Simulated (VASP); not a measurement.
# BeH4 (P-42_1c) in VASP: relaxation of cell and atoms with PBE

Aim: the relaxation of cell and atoms of BeH4 with PBE.

All numbers are computed with VASP 6.6.1; they aren't measurements. Logs are shortened: lines on timing, memory, paths and dates and some standing lists are left out, and cuts for length are marked.

## 1. The cell of the first run

The structure is tetragonal, space group P-42_1c (No. 114). The conventional cell has a = 3.982 Å, b = 3.982 Å, c = 4.347 Å, α = 90.00°, β = 90.00°, γ = 90.00°. Within 2.4 Å of Be (site symmetry -4) lie 8 H at 1.81 to 1.92 Å. H (site symmetry 1) has 2 Be at 1.81 to 1.92 Å and 9 H at 2.15 to 2.30 Å within 2.4 Å.

## 2. Relaxation of cell and atoms, PBE

Input file INCAR:

```
ALGO = Normal
EDIFF = 1E-7
EDIFFG = -0.04
ENCUT = 600
GGA = PE
IBRION = 2
ISIF = 3
ISMEAR = 0
LASPH = T
LCHARG = F
LREAL = F
LWAVE = F
NELM = 80
NSW = 90
PREC = Accurate
SIGMA = 0.1
```

Input file KPOINTS:

```
k-points
0
Gamma
  4 4 4
```

Input file POSCAR:

```
BeH4
1.0
    3.9817674600      0.0000000000      0.0000000000
    0.0000000000      3.9817674600      0.0000000000
    0.0000000000      0.0000000000      4.3474981200
Be H
2 8
Direct
    0.5000000000      0.5000000000      0.5000000000
    0.0000000000      0.0000000000      0.0000000000
    0.7681326900      0.3523626900      0.8421742300
    0.8523626900      0.2681326900      0.3421742300
    0.1476373100      0.7318673100      0.3421742300
    0.6476373100      0.7681326900      0.1578257700
    0.2681326900      0.1476373100      0.6578257700
    0.7318673100      0.8523626900      0.6578257700
    0.2318673100      0.6476373100      0.8421742300
    0.3523626900      0.2318673100      0.1578257700
```

Potentials or basis: VASP PAW PBE potentials, release 64 (Be, H).

Run with:

```
> cat potpaw_PBE.64/Be/POTCAR potpaw_PBE.64/H/POTCAR > POTCAR
> mpirun -np 1 vasp_std > vasp.out
```

OUTCAR:

```text
EDIFF = 1E-7
   EDIFFG = -0.04
   ENCUT = 600
   GGA = PE
   IBRION = 2
   ISIF = 3
   ISMEAR = 0
   LASPH = T
   LREAL = F
   NELM = 80
   NSW = 90
   PREC = Accurate

 ion  position               nearest neighbor table
   1  0.500  0.500  0.500-
   2  0.000  0.000  0.000-
   3  0.768  0.352  0.842-
   4  0.852  0.268  0.342-
   5  0.148  0.732  0.342-
   6  0.648  0.768  0.158-
   7  0.268  0.148  0.658-
   8  0.732  0.852  0.658-
   9  0.232  0.648  0.842-
  10  0.352  0.232  0.158-

  LATTYP: Found a simple tetragonal cell.
 ALAT       =     3.9817674600
 C/A-ratio  =     1.0918513358

  Lattice vectors:

 A1 = (   3.9817674600,   0.0000000000,   0.0000000000)
 A2 = (   0.0000000000,   3.9817674600,   0.0000000000)
 A3 = (   0.0000000000,   0.0000000000,   4.3474981200)

Analysis of symmetry for initial positions (statically):
=====================================================================
 Subroutine PRICEL returns:
 Original cell was already a primitive cell.

 Routine SETGRP: Setting up the symmetry group for a
 simple tetragonal supercell.

 Subroutine GETGRP returns: Found  8 space group operations
 (whereof  4 operations were pure point group operations)
 out of a pool of 16 trial point group operations.

The static configuration has the point symmetry S_4 .
 The point group associated with its full space group is D_2d.

Analysis of symmetry for dynamics (positions and initial velocities):
=====================================================================
 Subroutine PRICEL returns:
 Original cell was already a primitive cell.

 Routine SETGRP: Setting up the symmetry group for a
 simple tetragonal supercell.

 Subroutine GETGRP returns: Found  8 space group operations
 (whereof  4 operations were pure point group operations)
 out of a pool of 16 trial point group operations.

The dynamic configuration has the point symmetry S_4 .
 The point group associated with its full space group is D_2d.

 Subroutine INISYM returns: Found  8 space group operations
 (whereof  4 operations are pure point group operations),
 and found     1 'primitive' translations

----------------------------------------------------------------------------------------

                                     Primitive cell

  volume of cell :      68.9273

  direct lattice vectors                    reciprocal lattice vectors
     3.981767460  0.000000000  0.000000000     0.251144752  0.000000000  0.000000000
     0.000000000  3.981767460  0.000000000     0.000000000  0.251144752  0.000000000
     0.000000000  0.000000000  4.347498120     0.000000000  0.000000000  0.230017351

  length of vectors
     3.981767460  3.981767460  4.347498120     0.251144752  0.251144752  0.230017351

  position of ions in fractional coordinates (direct lattice)
     0.500000000  0.500000000  0.500000000
     0.000000000  0.000000000  0.000000000
     0.768132690  0.352362690  0.842174230
     0.852362690  0.268132690  0.342174230
     0.147637310  0.731867310  0.342174230
     0.647637310  0.768132690  0.157825770
     0.268132690  0.147637310  0.657825770
     0.731867310  0.852362690  0.657825770
     0.231867310  0.647637310  0.842174230
     0.352362690  0.231867310  0.157825770

  ion indices of the primitive-cell ions
   primitive index   ion index
                 1           1
                 2           2
                 3           3
                 4           4
                 5           5
                 6           6
                 7           7
                 8           8
                 9           9
                10          10

----------------------------------------------------------------------------------------

 KPOINTS: k-points

Automatic generation of k-mesh.
 Grid dimensions read from file:
 generate k-points for:    4    4    4

 Generating k-lattice:

  Cartesian coordinates                     Fractional coordinates (reciprocal lattice)
     0.062786188  0.000000000  0.000000000     0.250000000  0.000000000  0.000000000
     0.000000000  0.062786188  0.000000000     0.000000000  0.250000000  0.000000000
     0.000000000  0.000000000  0.057504338     0.000000000  0.000000000  0.250000000

  Length of vectors
     0.062786188  0.062786188  0.057504338

  Shift w.r.t. Gamma in fractional coordinates (k-lattice)
     0.000000000  0.000000000  0.000000000

 Subroutine IBZKPT returns following result:
 ===========================================

 Found     18 irreducible k-points:

 Following reciprocal coordinates:
            Coordinates               Weight
  0.000000  0.000000  0.000000      1.000000
  0.250000  0.000000  0.000000      4.000000
  0.500000  0.000000  0.000000      2.000000
  0.250000  0.250000  0.000000      4.000000
  0.500000  0.250000  0.000000      4.000000
  0.500000  0.500000  0.000000      1.000000
[... 10 lines left out ...]
  0.500000  0.250000  0.500000      4.000000
  0.500000  0.500000  0.500000      1.000000
   k-points           NKPTS =     18   k-points in BZ     NKDIM =     18   number of bands    NBANDS=     12
   number of dos      NEDOS =    301   number of ions     NIONS =     10
   total plane-waves  NPLWV =  36864
   dimension x,y,z NGX =    32 NGY =   32 NGZ =   36
   dimension x,y,z NGXF=    64 NGYF=   64 NGZF=   72
   ions per type =               2   8
   NGX,Y,Z   is equivalent  to a cutoff of  13.36, 13.36, 13.77 a.u.
   NGXF,Y,Z  is equivalent  to a cutoff of  26.72, 26.72, 27.53 a.u.
 SYSTEM =  unknown system
   PREC   = accura    normal or accurate (medium, high low for compatibility)
   ISTART =      0    job   : 0-new  1-cont  2-samecut
   ICHARG =      2    charge: 1-file 2-atom 10-const
   ISPIN  =      1    spin polarized calculation?
   LNONCOLLINEAR =      F non collinear calculations
   LSORBIT =      F    spin-orbit coupling
   LASPH  =      T    aspherical Exc in radial PAW
   ENCUT  =  600.0 eV  44.10 Ry    6.64 a.u.   7.95  7.95  8.68*2*pi/ulx,y,z
   NELM   =     80;   NELMIN=  2; NELMDL= -5     # of ELM steps
   EDIFF  = 0.1E-06   stopping-criterion for ELM
   LREAL  =      F    real-space projection
   EDIFFG = -.4E-01   stopping-criterion for IOM
   NSW    =     90    number of steps for IOM
   IBRION =      2    ionic relax: 0-MD 1-quasi-New 2-CG
   NFREE  =      1    steps in history (QN), initial steepest desc. (CG)
   ISIF   =      3    stress and relaxation
   ISYM   =      2    0-nonsym 1-usesym 2-fastsym
   POTIM  = 0.5000    time-step for ionic-motion
   TEBEG  =    0.0;   TEEND  =   0.0 temperature during run
   PSTRESS=    0.0 pullay stress
   NELECT =      12.0000    total number of electrons
   NUPDOWN=      -1.0000    fix difference up-down
   EMIN   =  10.00;   EMAX   =-10.00  energy-range for DOS
   EFERMI =   0.00;   METHOD = LEGACY
   ISMEAR =     0;   SIGMA  =   0.10  broadening in eV -4-tet -1-fermi 0-gaus
   EFERMI_NEDOS =   21; number of points for ismear=-14 and -15
   IALGO  =     38    algorithm
   IMIX   =      4    mixing-type and parameters
     AMIX     =   0.40;   BMIX     =  1.00
     AMIX_MAG =   1.60;   BMIX_MAG =  1.00
  volume/ion in A,a.u.               =       6.89        46.51
  Fermi-wavevector in a.u.,A,eV,Ry     =   0.914123  1.727443 11.369323  0.835622
  Thomas-Fermi vector in A             =   2.038714
   LORBIT       =      0    0 simple, 1 ext, 2 COOP (PROOUT), +10 PAW based schemes
   GGA     = PE    functional components
   LHFCALC =     F    Hartree Fock is set to
   AEXX    =    0.0000 exact exchange contribution
   IVDW    =     0    specifies the selected vdW correction
   LEPSILON=     F    determine dielectric tensor
   LRPA    =     F    only Hartree local field effects (RPA)
 conjugate gradient relaxation of ions
 non-spin polarized calculation
 Gauss-broadening in eV      SIGMA  =   0.10
  energy-cutoff  :      600.00
  volume of cell :       68.93
 maximum number of plane-waves:      2328
 NGX is ok and might be reduce to    32
   NGX = 15   NGY = 15   NGZ = 17

--------------------------------------- Ionic step        1  -------------------------------------------

 number of electron      12.0000000 magnetization

 Free energy of the ion-electron system (eV)
  ---------------------------------------------------
  ext. energy  EPLUGINS =         0.00000000
  ---------------------------------------------------
  free energy    TOTEN  =       -25.25461367 eV

  energy without entropy =      -25.24985275  energy(sigma->0) =      -25.25223321

 E-fermi :  -0.3238     XC(G=0):  -8.8299

 val. band max:       -0.4090624399   @ k =   0.2500   0.2500   0.2500
 cond. band min:      -0.1761882226   @ k =   0.5000   0.5000   0.0000
 fundamental gap:      0.2328742173
 Fermi energy:        -0.3238158413

 k-point     1 :       0.0000    0.0000    0.0000
  band No.  band energies     occupation
      1      -9.2448      2.00000
      2      -3.7706      2.00000
      3      -2.9812      2.00000
      4      -2.9812      2.00000
      5      -1.0089      2.00000
      6       0.4040      0.00000
      7       1.5844      0.00000
      8       1.8115      0.00000
      9       1.8115      0.00000
     10       5.3648      0.00000
     11       5.9539      0.00000
     12       5.9539      0.00000
[... 378 lines left out ...]
  FREE ENERGIE OF THE ION-ELECTRON SYSTEM (eV)
  ---------------------------------------------------
  free  energy   TOTEN  =       -27.4314814074 eV

  energy  without entropy=      -27.4283738329  energy(sigma->0) =      -27.42992762

 E-fermi :   1.9617     XC(G=0): -10.0455

 val. band max:        1.7145057641   @ k =   0.2500   0.2500   0.2500
 cond. band min:       2.0093076302   @ k =   0.2500   0.0000   0.2500
 fundamental gap:      0.2948018661
 Fermi energy:         1.9616647668

 k-point     1 :       0.0000    0.0000    0.0000
  band No.  band energies     occupation
      1     -10.0781      2.00000
      2      -3.3201      2.00000
      3      -3.3201      2.00000
      4      -1.7854      2.00000
      5       2.5700      0.00000
      6       4.3387      0.00000
      7       6.0350      0.00000
      8       6.0350      0.00000
      9       6.0771      0.00000
     10       7.9194      0.00000
     11       8.7249      0.00000
     12       8.7249      0.00000
[... 241 lines left out ...]
 k-point    18 :       0.5000    0.5000    0.5000
  band No.  band energies     occupation
      1      -2.7499      2.00000
      2      -2.7499      2.00000
      3      -2.7499      2.00000
      4      -2.7499      2.00000
      5      -2.6748      2.00000
      6      -2.6748      2.00000
      7      -2.3489      2.00000
      8      -2.3489      2.00000
      9      15.6785      0.00000
     10      15.6785      0.00000
     11      16.2033      0.00000
     12      16.2033      0.00000

[... ionic steps 4 to 17 ...]

--------------------------------------- Ionic step       18  -------------------------------------------

 number of electron      12.0000000 magnetization

------------------------ aborting loop because EDIFF is reached ----------------------------------------
[... 83 lines left out ...]
--------------------------------------- Ionic step       20  -------------------------------------------

 number of electron      12.0000000 magnetization

 Free energy of the ion-electron system (eV)
  ---------------------------------------------------
  ext. energy  EPLUGINS =         0.00000000
  ---------------------------------------------------
  free energy    TOTEN  =       -28.88901278 eV

  energy without entropy =      -28.88066216  energy(sigma->0) =      -28.88483747

 E-fermi :   1.8372     XC(G=0):  -9.7560

 val. band max:        1.8184986492   @ k =   0.2500   0.0000   0.0000
 cond. band min:       1.8974640230   @ k =   0.2500   0.0000   0.2500
 fundamental gap:      0.0789653738
 Fermi energy:         1.8372193340

 k-point     1 :       0.0000    0.0000    0.0000
  band No.  band energies     occupation
      1     -10.0148      2.00000
      2      -3.4689      2.00000
      3      -3.4689      2.00000
      4      -3.0789      2.00000
      5       3.8122      0.00000
      6       4.1997      0.00000
      7       4.5979      0.00000
      8       4.5979      0.00000
      9       6.1162      0.00000
     10       6.2987      0.00000
     11       8.0838      0.00000
     12       8.0838      0.00000
[... 290 lines left out ...]
  FREE ENERGIE OF THE ION-ELECTRON SYSTEM (eV)
  ---------------------------------------------------
  free  energy   TOTEN  =       -28.8890127834 eV

  energy  without entropy=      -28.8806621594  energy(sigma->0) =      -28.88483747

 reached required accuracy - stopping structural energy minimisation
```

It took 3.1 min on 1 thread of Intel Xeon Platinum 8375C at 2.90GHz (Ice Lake), shared host; peak memory 0.19 GiB.

Results:

```yaml
Free_energy: -28.8890 eV
Relaxed_volume: 4.90 Å³/atom
Relaxed_cell: a = 3.684 Å, b = 3.684 Å, c = 3.614 Å, α = 90.00°, β = 90.00°, γ = 90.00°
Space_group_after_relaxing_to_0.05_Å: I4/mmm (No. 139)
Energy_gained_by_relaxing: 363.4 meV/atom
Ionic_steps: 20
Pressure_after_relaxing: -0.2 GPa
Largest_force_after_relaxing: 0.018 eV/Å
Band_gap_on_the_k_mesh: zero (band 6 reaches 4.20 eV, above the bottom of band 7 at -2.95 eV)
```

Forces on the atoms (eV/Å):
```
Be   0.000  0.000  0.000
Be   0.000  0.000  0.000
H   -0.010  0.010  0.011
H    0.010 -0.010  0.011
H   -0.010  0.010  0.011
H   -0.010 -0.010 -0.011
H   -0.010 -0.010 -0.011
H    0.010  0.010 -0.011
H    0.010 -0.010  0.011
H    0.010  0.010 -0.011
```

Stress tensor (GPa, compression positive):
```
-0.11  0.00  0.00
 0.00 -0.11  0.00
 0.00  0.00 -0.26
```

Step by step:
```
step  energy change (eV)  largest force (eV/Å)  pressure (GPa)  volume (Å³)
   1              0.0000                0.6123          -18.35        68.93
   2             -0.9930                0.6644          -15.42        61.34
   3             -2.1769                0.7371           -3.00        48.91
   4              0.9990                0.7873           94.47        29.22
   5             -2.1939                0.7376            2.69        45.76
   6             -2.2078                0.7522            6.61        44.11
   7             -2.6354                0.5927            9.64        43.16
   8             -2.7592                0.5149           12.86        42.37
   9             -3.1873                0.3726            4.98        45.72
  10             -3.4139                0.2048           -3.39        50.67
  11             -3.5159                0.1717           -2.03        49.85
  12             -3.5654                0.1431            1.00        48.25
  13             -3.5704                0.1341            0.49        48.50
  14             -3.5628                0.1401           -0.83        49.18
  15             -3.5718                0.1326            0.12        48.69
  16             -3.5939                0.1069            0.44        48.57
  17             -3.6167                0.1113            1.18        48.28
  18             -3.6314                0.0402           -0.08        48.99
  19             -3.6318                0.0453           -0.32        49.14
  20             -3.6344                0.0179           -0.16        49.05
```

Final structure:
```yaml
crystal:
  lattice:
    - [3.68371, 0.00000, 0.00000]
    - [0.00000, 3.68371, 0.00000]
    - [0.00000, 0.00000, 3.61432]
  atoms:
    - { symbol: Be, position: [0.50000, 0.50000, 0.50000] }
    - { symbol: Be, position: [0.00000, 0.00000, 0.00000] }
    - { symbol: H, position: [0.75093, 0.24917, 0.74841] }
    - { symbol: H, position: [0.74917, 0.25093, 0.24841] }
    - { symbol: H, position: [0.25083, 0.74907, 0.24841] }
    - { symbol: H, position: [0.75083, 0.75093, 0.25159] }
    - { symbol: H, position: [0.25093, 0.25083, 0.75159] }
    - { symbol: H, position: [0.74907, 0.74917, 0.75159] }
    - { symbol: H, position: [0.24907, 0.75083, 0.74841] }
    - { symbol: H, position: [0.24917, 0.24907, 0.25159] }
```

Caveat: the k points lie up to 0.43 Å⁻¹ apart in the final cell; the volume moved by over 15 % at a fixed basis, so the end points are rough.
